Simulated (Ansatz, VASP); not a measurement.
**One calculation of PbS, two programs**

```
CELL_PARAMETERS angstrom
0.00000 3.05395 2.96500
3.05395 0.00000 2.96500
3.05395 3.05395 0.00000
ATOMIC_POSITIONS crystal
Pb 0.00000 0.00000 0.00000
S 0.50000 0.50000 0.50000
```

Change from the starting cell: strain +0.0300 x Voigt [1, 1, 0, 0, 0, 0], atoms carried along.

Alike in both runs: task single point; functional r2SCAN; k mesh 8 × 8 × 8; occupations gaussian, width 0.05 eV; no spin polarisation.

|  | VASP | Ansatz |
| --- | --- | --- |
| version | VASP 6.6.1 | Ansatz 0.2.0 |
| potentials or method | VASP PAW PBE potentials, release 64 (Pb_d, S), cutoff 520 eV | scalar-relativistic, plane waves, PAW |
| valence electrons in the cell | 20 | 20 |

```tsv
	VASP	Ansatz	Ansatz less VASP
gap on the k mesh at the Fermi level (eV)	0.80	0.80	-0.009
least direct gap on the mesh (eV)	0.80	0.80	-0.009
pressure (GPa)	-1.9	-1.8	+0.03
traceless stress, the component that is largest in VASP (GPa)	2.11	2.10	-0.010
```

VASP's potentials were made for PBE, not for r2SCAN.

Spin-orbit coupling is off throughout.
